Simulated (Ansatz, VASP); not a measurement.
**Two plane-wave programs on BN**

```xyz
2
Lattice="0.0000 3.7652 1.8667 1.3483 0.0000 1.8667 1.3483 3.7652 0.0000" Properties=species:S:1:pos:R:3 pbc="T T T"
B     1.3483    3.7652    0.0002
N     1.3483    3.7652    2.4889
```

Alike in both runs: task single point; functional PBEsol; k mesh 12 × 12 × 12; occupations gaussian, width 0.05 eV; no spin polarisation.

|  | VASP | Ansatz |
| --- | --- | --- |
| version | VASP 6.6.1 | Ansatz 0.2.0 |
| potentials or method | VASP PAW PBE potentials, release 64 (B, N), cutoff 520 eV | scalar-relativistic, plane waves, PAW |
| valence electrons in the cell | 8 | 8 |

```csv
,VASP,Ansatz,Ansatz less VASP
gap on the k mesh at the Fermi level (eV),3.80,3.81,+0.009
least direct gap on the mesh (eV),4.78,4.78,+0.009
rms of the force components (eV/Å),4.277,4.255,-0.0226
```

VASP's potentials were made for PBE, not for PBEsol. Atom by atom the forces differ by 0.023 eV/Å (rms over components). With one functional, cell and mesh, what is left measures potentials, basis and numerics.
